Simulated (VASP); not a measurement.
## WSe2: single point with PBE+D3(BJ)

The system is WSe2.

```
CELL_PARAMETERS angstrom
3.18938 0.00000 0.00000
-1.59469 2.76209 0.00000
0.00000 0.00000 7.40479
ATOMIC_POSITIONS crystal
W 0.00000 0.00000 0.00000
Se 0.33333 0.66667 0.26435
Se 0.33333 0.66667 0.73565
```

This cell differs from its parent crystal: atoms shifted along a free coordinate, c/a of the conventional cell at fixed volume 2.3217.

```
Program             : VASP 6.6.1
Task                : single point
Functional          : PBE
Dispersion          : D3(BJ)
Potentials or basis : VASP PAW PBE potentials, release 64 (W_sv, Se)
Cutoff              : 520 eV
k mesh              : 9 × 9 × 4
Occupations         : gaussian, width 0.05 eV
Spin                : no spin polarisation
```

The pressure is -11.2 GPa and the largest force is 3.006 eV/Å. The band gap on the k mesh is 0.55 eV (least direct gap 1.01 eV). The dispersion energy per atom is -0.431 eV.

Forces on the atoms (eV/Å):
```
W    0.000  0.000  0.000
Se   0.000  0.000 -3.006
Se   0.000  0.000  3.006
```

Stress tensor (GPa, compression positive):
```
 -2.61   0.00   0.00
  0.00  -2.61   0.00
  0.00   0.00 -28.46
```

Levels at points of the mesh, in eV from the valence-band top:
```
           k point  band 11  band 12  band 13  band 14  band 15  band 16
(0.00, 0.00, 0.00)    -1.15     0.00     0.00     2.77     2.77     3.14
(0.00, 0.00, 0.50)    -0.92    -0.03    -0.03     2.92     2.92     3.01
```

Run time: 52 s on 1 thread of Intel Xeon 8259CL, with other jobs on the host, peak memory 0.21 GiB.

Caveat: the cell stands under tension; spin-orbit coupling is left out, which moves the levels of the heavy elements; an odd mesh through Γ misses points on the zone boundary, where band edges can lie; forces of over 1 eV/Å act on the atoms, so gaps and moduli don't describe the material at rest.
